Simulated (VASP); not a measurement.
# SiO2 (P4_12_12) in VASP: a series of runs

Runs on SiO2. Level: PBE. Tasks: single point, relaxation of shape and atoms at fixed volume.

Everything below comes from runs of VASP 6.6.1. Logs are shortened: lines on timing, memory, paths and dates and some standing lists are left out, and cuts for length are marked.

## (1) The cell of the first run

The structure is tetragonal, space group P4_12_12 (No. 92). The conventional cell has a = 5.037 Å, b = 5.037 Å, c = 7.017 Å, α = 90.00°, β = 90.00°, γ = 90.00°. Si (site symmetry 2) has 4 O at 1.63 Å within 2.2 Å. O (site symmetry 1) has 2 Si at 1.63 Å within 2.2 Å.

## (2) Single point, PBE (14.83 Å³/atom)

INCAR

```
PREC = Accurate ; ENCUT = 520
EDIFF = 1E-7 ; ISMEAR = 0
SIGMA = 0.02 ; LREAL = False
LASPH = True ; NELM = 80
ALGO = Normal ; ISIF = 2
LWAVE = False ; LCHARG = False
GGA = PE ; NBANDS = 44
```

KPOINTS

```
Automatic mesh
0
Gamma
  6 6 4
```

POSCAR

```
SiO2
1.0
    5.0367586711      0.0000000000      0.0000000000
    0.0000000000      5.0367586711      0.0000000000
    0.0000000000      0.0000000000      7.0168346655
Si O
4 8
Direct
    0.2989360152      0.2989360152      0.0000000000
    0.2010639848      0.7989360152      0.2500000000
    0.7010639848      0.7010639848      0.5000000000
    0.7989360152      0.2010639848      0.7500000000
    0.2392507607      0.1038818511      0.1794626717
    0.3961181489      0.7392507607      0.4294626717
    0.7607492393      0.8961181489      0.6794626717
    0.6038818511      0.2607492393      0.9294626717
    0.7392507607      0.3961181489      0.5705373283
    0.8961181489      0.7607492393      0.3205373283
    0.2607492393      0.6038818511      0.0705373283
    0.1038818511      0.2392507607      0.8205373283
```

Potentials or basis: VASP PAW PBE potentials, release 64 (Si, O).

The run is started by

```
> cat potpaw_PBE.64/Si/POTCAR potpaw_PBE.64/O/POTCAR > POTCAR
> mpirun -np 1 vasp_std > vasp.out
```

OUTCAR:

```text
PREC = Accurate
   ENCUT = 520
   EDIFF = 1E-7
   ISMEAR = 0
   LREAL = False
   LASPH = True
   NELM = 80
   ISIF = 2
   GGA = PE

 ion  position               nearest neighbor table
   1  0.299  0.299  0.000-   8 1.63  11 1.63   5 1.63  12 1.63   2 3.11   4 3.11   2 3.11   4 3.11

   2  0.201  0.799  0.250-   5 1.63  10 1.63   6 1.63  11 1.63   1 3.11   3 3.11   1 3.11   3 3.11

   3  0.701  0.701  0.500-   6 1.63   9 1.63   7 1.63  10 1.63   2 3.11   4 3.11   4 3.11   2 3.11

   4  0.799  0.201  0.750-   7 1.63  12 1.63   9 1.63   8 1.63   1 3.11   3 3.11   3 3.11   1 3.11

   5  0.239  0.104  0.179-   2 1.63   1 1.63
   6  0.396  0.739  0.429-   3 1.63   2 1.63
   7  0.761  0.896  0.679-   4 1.63   3 1.63
   8  0.604  0.261  0.929-   1 1.63   4 1.63
   9  0.739  0.396  0.571-   3 1.63   4 1.63
  10  0.896  0.761  0.321-   2 1.63   3 1.63
  11  0.261  0.604  0.071-   1 1.63   2 1.63
  12  0.104  0.239  0.821-   4 1.63   1 1.63

  LATTYP: Found a simple tetragonal cell.
 ALAT       =     5.0367586711
 C/A-ratio  =     1.3931250480

  Lattice vectors:

 A1 = (   5.0367586711,   0.0000000000,   0.0000000000)
 A2 = (   0.0000000000,   5.0367586711,   0.0000000000)
 A3 = (   0.0000000000,   0.0000000000,   7.0168346655)

Analysis of symmetry for initial positions (statically):
=====================================================================
 Subroutine PRICEL returns:
 Original cell was already a primitive cell.

 Routine SETGRP: Setting up the symmetry group for a
 simple tetragonal supercell.

 Subroutine GETGRP returns: Found  8 space group operations
 (whereof  2 operations were pure point group operations)
 out of a pool of 16 trial point group operations.

The static configuration has the point symmetry C_2 .
 The point group associated with its full space group is D_4 .

Analysis of symmetry for dynamics (positions and initial velocities):
=====================================================================
 Subroutine PRICEL returns:
 Original cell was already a primitive cell.

 Routine SETGRP: Setting up the symmetry group for a
 simple tetragonal supercell.

 Subroutine GETGRP returns: Found  8 space group operations
 (whereof  2 operations were pure point group operations)
 out of a pool of 16 trial point group operations.

The dynamic configuration has the point symmetry C_2 .
 The point group associated with its full space group is D_4 .

 Subroutine INISYM returns: Found  8 space group operations
 (whereof  2 operations are pure point group operations),
 and found     1 'primitive' translations

----------------------------------------------------------------------------------------

                                     Primitive cell

  volume of cell :     178.0096

  direct lattice vectors                    reciprocal lattice vectors
     5.036758671  0.000000000  0.000000000     0.198540384  0.000000000  0.000000000
     0.000000000  5.036758671  0.000000000     0.000000000  0.198540384  0.000000000
     0.000000000  0.000000000  7.016834666     0.000000000  0.000000000  0.142514403

  length of vectors
     5.036758671  5.036758671  7.016834666     0.198540384  0.198540384  0.142514403

  position of ions in fractional coordinates (direct lattice)
     0.298936015  0.298936015  0.000000000
     0.201063985  0.798936015  0.250000000
     0.701063985  0.701063985  0.500000000
     0.798936015  0.201063985  0.750000000
     0.239250761  0.103881851  0.179462672
     0.396118149  0.739250761  0.429462672
     0.760749239  0.896118149  0.679462672
     0.603881851  0.260749239  0.929462672
     0.739250761  0.396118149  0.570537328
     0.896118149  0.760749239  0.320537328
     0.260749239  0.603881851  0.070537328
     0.103881851  0.239250761  0.820537328

  ion indices of the primitive-cell ions
   primitive index   ion index
                 1           1
                 2           2
                 3           3
                 4           4
                 5           5
                 6           6
                 7           7
                 8           8
                 9           9
                10          10
                11          11
                12          12

----------------------------------------------------------------------------------------

 KPOINTS: Automatic mesh

Automatic generation of k-mesh.
 Grid dimensions read from file:
 generate k-points for:    6    6    4

 Generating k-lattice:

  Cartesian coordinates                     Fractional coordinates (reciprocal lattice)
     0.033090064  0.000000000  0.000000000     0.166666667  0.000000000  0.000000000
     0.000000000  0.033090064  0.000000000     0.000000000  0.166666667  0.000000000
     0.000000000  0.000000000  0.035628601     0.000000000  0.000000000  0.250000000

  Length of vectors
     0.033090064  0.033090064  0.035628601

  Shift w.r.t. Gamma in fractional coordinates (k-lattice)
     0.000000000  0.000000000  0.000000000

 Subroutine IBZKPT returns following result:
 ===========================================

 Found     30 irreducible k-points:

 Following reciprocal coordinates:
            Coordinates               Weight
  0.000000  0.000000  0.000000      1.000000
  0.166667  0.000000  0.000000      4.000000
  0.333333  0.000000  0.000000      4.000000
  0.500000  0.000000  0.000000      2.000000
  0.166667  0.166667  0.000000      4.000000
  0.333333  0.166667  0.000000      8.000000
[... 16 lines left out ...]
  0.333333  0.000000  0.500000      4.000000
  0.500000  0.000000  0.500000      2.000000
 [... further k-points ...]
   k-points           NKPTS =     30   k-points in BZ     NKDIM =     30   number of bands    NBANDS=     44
   number of dos      NEDOS =    301   number of ions     NIONS =     12
   total plane-waves  NPLWV =  86400
   dimension x,y,z NGX =    40 NGY =   40 NGZ =   54
   dimension x,y,z NGXF=    80 NGYF=   80 NGZF=  108
   ions per type =               4   8
   NGX,Y,Z   is equivalent  to a cutoff of  13.20, 13.20, 12.79 a.u.
   NGXF,Y,Z  is equivalent  to a cutoff of  26.41, 26.41, 25.59 a.u.
 SYSTEM =  unknown system
   PREC   = accura    normal or accurate (medium, high low for compatibility)
   ISTART =      0    job   : 0-new  1-cont  2-samecut
   ICHARG =      2    charge: 1-file 2-atom 10-const
   ISPIN  =      1    spin polarized calculation?
   LNONCOLLINEAR =      F non collinear calculations
   LSORBIT =      F    spin-orbit coupling
   LASPH  =      T    aspherical Exc in radial PAW
   ENCUT  =  520.0 eV  38.22 Ry    6.18 a.u.   9.37  9.37 13.05*2*pi/ulx,y,z
   NELM   =     80;   NELMIN=  2; NELMDL= -5     # of ELM steps
   EDIFF  = 0.1E-06   stopping-criterion for ELM
   LREAL  =      F    real-space projection
   EDIFFG = 0.1E-05   stopping-criterion for IOM
   NSW    =      0    number of steps for IOM
   IBRION =     -1    ionic relax: 0-MD 1-quasi-New 2-CG
   NFREE  =      0    steps in history (QN), initial steepest desc. (CG)
   ISIF   =      2    stress and relaxation
   ISYM   =      2    0-nonsym 1-usesym 2-fastsym
   POTIM  = 0.5000    time-step for ionic-motion
   TEBEG  =    0.0;   TEEND  =   0.0 temperature during run
   PSTRESS=    0.0 pullay stress
   NELECT =      64.0000    total number of electrons
   NUPDOWN=      -1.0000    fix difference up-down
   EMIN   =  10.00;   EMAX   =-10.00  energy-range for DOS
   EFERMI =   0.00;   METHOD = LEGACY
   ISMEAR =     0;   SIGMA  =   0.02  broadening in eV -4-tet -1-fermi 0-gaus
   EFERMI_NEDOS =   21; number of points for ismear=-14 and -15
   IALGO  =     38    algorithm
   IMIX   =      4    mixing-type and parameters
     AMIX     =   0.40;   BMIX     =  1.00
     AMIX_MAG =   1.60;   BMIX_MAG =  1.00
  volume/ion in A,a.u.               =      14.83       100.11
  Fermi-wavevector in a.u.,A,eV,Ry     =   1.164091  2.199813 18.437366  1.355108
  Thomas-Fermi vector in A             =   2.300633
   LORBIT       =      0    0 simple, 1 ext, 2 COOP (PROOUT), +10 PAW based schemes
   GGA     = PE    functional components
   LHFCALC =     F    Hartree Fock is set to
   AEXX    =    0.0000 exact exchange contribution
   IVDW    =     0    specifies the selected vdW correction
   LEPSILON=     F    determine dielectric tensor
   LRPA    =     F    only Hartree local field effects (RPA)
 non-spin polarized calculation
 Gauss-broadening in eV      SIGMA  =   0.02
  energy-cutoff  :      520.00
  volume of cell :      178.01
 maximum number of plane-waves:      4823
 NGX is ok and might be reduce to    40
   NGX = 19   NGY = 19   NGZ = 27

 number of electron      63.9999990 magnetization

 Free energy of the ion-electron system (eV)
  ---------------------------------------------------
  ext. energy  EPLUGINS =         0.00000000
  ---------------------------------------------------
  free energy    TOTEN  =       -94.93494159 eV

  energy without entropy =      -94.93494159  energy(sigma->0) =      -94.93494159

 E-fermi :   0.0150     XC(G=0):  -8.2692

 val. band max:       -0.1034844862   @ k =   0.0000   0.0000   0.0000
 cond. band min:       5.4555008865   @ k =   0.0000   0.0000   0.0000
 fundamental gap:      5.5589853728
 Fermi energy:         0.0150120175

 k-point     1 :       0.0000    0.0000    0.0000
  band No.  band energies     occupation
      1     -19.4400      2.00000
      2     -18.5673      2.00000
      3     -18.5673      2.00000
      4     -17.4418      2.00000
      5     -17.4009      2.00000
      6     -17.4003      2.00000
[... 36 lines left out ...]
     43      10.9987      0.00000
     44      11.2216      0.00000

 k-point     2 :       0.1667    0.0000    0.0000
  band No.  band energies     occupation
      1     -19.3841      2.00000
      2     -18.6249      2.00000
      3     -18.5009      2.00000
      4     -17.4855      2.00000
      5     -17.4451      2.00000
      6     -17.4140      2.00000
[... 36 lines left out ...]
     43      11.0018      0.00000
     44      11.3828      0.00000

 k-point     3 :       0.3333    0.0000    0.0000
  band No.  band energies     occupation
      1     -19.2287      2.00000
      2     -18.7866      2.00000
      3     -18.3123      2.00000
      4     -17.7306      2.00000
      5     -17.4521      2.00000
      6     -17.4407      2.00000
[... 36 lines left out ...]
     43      10.7891      0.00000
     44      11.1465      0.00000

 k-point     4 :       0.5000    0.0000    0.0000
  band No.  band energies     occupation
      1     -19.0098      2.00000
      2     -19.0098      2.00000
      3     -18.0352      2.00000
      4     -18.0352      2.00000
      5     -17.4539      2.00000
      6     -17.4539      2.00000
[... 882 lines left out ...]
     43      10.9673      0.00000
     44      10.9673      0.00000

 k-point    23 :       0.3333    0.0000    0.5000
  band No.  band energies     occupation
      1     -19.0625      2.00000
      2     -19.0625      2.00000
      3     -17.9817      2.00000
      4     -17.9817      2.00000
      5     -17.4325      2.00000
      6     -17.4325      2.00000
[... 36 lines left out ...]
     43      11.1588      0.00000
     44      11.1589      0.00000

 k-point    24 :       0.5000    0.0000    0.5000
  band No.  band energies     occupation
      1     -19.0046      2.00000
      2     -19.0046      2.00000
      3     -18.0534      2.00000
      4     -18.0534      2.00000
      5     -17.4405      2.00000
      6     -17.4405      2.00000
[... 36 lines left out ...]
     43      11.2258      0.00000
     44      11.2362      0.00000

 [... further k-points ...]

------------------------ aborting loop because EDIFF is reached ----------------------------------------

  FORCE on cell =-STRESS in cart. coord.  units (eV):
  Direction    XX          YY          ZZ          XY          YZ          ZX
  --------------------------------------------------------------------------------------
  -------------------------------------------------------------------------------------
  Total        0.7449092      0.7449092      0.5802363     -0.0000000      0.0000000      0.0000000
  in kB        6.7045621      6.7045621      5.2224214     -0.0000000      0.0000000      0.0000000
  external PRESSURE =       6.2105152 kB  Pullay stress =       0.0000000 kB

 VOLUME and BASIS-vectors are now :
 -----------------------------------------------------------------------------
  energy-cutoff  :      520.00
  volume of cell :      178.01
      direct lattice vectors                 reciprocal lattice vectors
     5.036758671  0.000000000  0.000000000     0.198540384  0.000000000  0.000000000
     0.000000000  5.036758671  0.000000000     0.000000000  0.198540384  0.000000000
     0.000000000  0.000000000  7.016834666     0.000000000  0.000000000  0.142514403

 POSITION                                       TOTAL-FORCE (eV/Angst)
 -----------------------------------------------------------------------------------
      1.50567      1.50567      0.00000         0.018289      0.018289     -0.000000
      1.01271      4.02405      1.75421        -0.018289      0.018289     -0.000000
      3.53109      3.53109      3.50842        -0.018289     -0.018289     -0.000000
      4.02405      1.01271      5.26263         0.018289     -0.018289     -0.000000
      1.20505      0.52323      1.25926         0.000646      0.003542     -0.012771
      1.99515      3.72343      3.01347        -0.003542      0.000646     -0.012771
      3.83171      4.51353      4.76768        -0.000646     -0.003542     -0.012771
      3.04161      1.31333      6.52189         0.003542     -0.000646     -0.012771
      3.72343      1.99515      4.00337         0.000646     -0.003542      0.012771
      4.51353      3.83171      2.24916        -0.003542     -0.000646      0.012771
      1.31333      3.04161      0.49495        -0.000646      0.003542      0.012771
      0.52323      1.20505      5.75757         0.003542      0.000646      0.012771
 -----------------------------------------------------------------------------------
    total drift:                                0.000000     -0.000000      0.000000

  FREE ENERGIE OF THE ION-ELECTRON SYSTEM (eV)
  ---------------------------------------------------
  free  energy   TOTEN  =       -94.9349415909 eV

  energy  without entropy=      -94.9349415909  energy(sigma->0) =      -94.93494159
```

Run time: 97 s. Hardware: 1 thread of AMD EPYC 9R45 (Zen 5), shared host; peak memory 0.33 GiB.

Results:

| Quantity | Value |
| --- | --- |
| Free energy | -94.9349 eV |
| Pressure | 0.6 GPa |
| Largest force | 0.026 eV/Å |
| Band gap on the k mesh | 5.56 eV |

Forces in eV/Å, atoms in the order of the input:
```
Si   0.018  0.018  0.000
Si  -0.018  0.018  0.000
Si  -0.018 -0.018  0.000
Si   0.018 -0.018  0.000
O    0.001  0.004 -0.013
O   -0.004  0.001 -0.013
O   -0.001 -0.004 -0.013
O    0.004 -0.001 -0.013
O    0.001 -0.004  0.013
O   -0.004 -0.001  0.013
O   -0.001  0.004  0.013
O    0.004  0.001  0.013
```

[end of part 1 of 2]
